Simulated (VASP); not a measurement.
Here is a VASP 6.6.1 calculation.

The input POSCAR:

```
SiO2
1.0
   -4.3177556695      4.3177556695      2.5919174922
    4.3177556695     -4.3177556695      2.5919174922
    4.3177556695      4.3177556695     -2.5919174922
Si O
4 8
Direct
    0.1783580465      0.1783580465      0.3567160929
    0.8216419535      0.1783580465      0.0000000000
    0.1783580465      0.8216419535      0.0000000000
    0.8216419535      0.8216419535      0.6432839071
    0.5000000000      0.5000000000      0.5000000000
    0.0000000000      0.5000000000      0.0000000000
    0.5000000000      0.0000000000      0.0000000000
    0.0000000000      0.0000000000      0.5000000000
    0.0000000000      0.2161413290      0.2161413290
    0.7838586710      0.0000000000      0.7838586710
    0.2161413290      0.0000000000      0.2161413290
    0.0000000000      0.7838586710      0.7838586710
```

File INCAR.step1:

```
SYSTEM = SiO2
PREC = Accurate
ENCUT = 520
ISMEAR = 0
SIGMA = 0.02
LREAL = .False.
LASPH = .True.
NELM = 80
NBANDS = 44
GGA = PE
ALGO = Normal
EDIFF = 1E-4
LWAVE = .True.
LCHARG = .False.
```

The input INCAR.step2:

```
SYSTEM = SiO2
PREC = Accurate
ENCUT = 520
EDIFF = 1E-7
ISMEAR = 0
SIGMA = 0.02
LREAL = .False.
LASPH = .True.
NELM = 80
ALGO = Normal
ISIF = 2
LWAVE = .False.
LCHARG = .True.
METAGGA = R2SCAN
LMIXTAU = .True.
LELF = .True.
LVHAR = .True.
NBANDS = 44
ISTART = 1
```

File KPOINTS:

```
Automatic mesh
0
Gamma
  6 6 6
  0 0 0
```

Potentials or basis: VASP PAW PBE potentials, release 64 (Si, O).

Run with:

```sh
$ cat potpaw_PBE.64/Si/POTCAR potpaw_PBE.64/O/POTCAR > POTCAR
$ cp INCAR.step1 INCAR
$ mpirun -np 1 vasp_std > vasp.out
$ cp INCAR.step2 INCAR
$ mpirun -np 1 vasp_std > vasp.out
```

**Question.** What does it give for the band gap on the k mesh?

**Answer.** 6.04 eV.

**Question.** Predict the pressure.

**Answer.** 12.1 GPa.

**Question.** Estimate the largest force.

**Answer.** 0.047 eV/Å.

Forces in eV/Å, atoms in the order of the input:
```
Si   0.033  0.033  0.000
Si   0.033 -0.033  0.000
Si  -0.033  0.033  0.000
Si  -0.033 -0.033  0.000
O    0.000  0.000  0.000
O    0.000  0.000  0.000
O    0.000  0.000  0.000
O    0.000  0.000  0.000
O   -0.018  0.000  0.000
O    0.000  0.018  0.000
O    0.000 -0.018  0.000
O    0.018  0.000  0.000
```

Caveat: the cell stands under pressure; the PAW data sets were made with another functional, which shifts forces and pressure a little. A k mesh can miss the band edges.
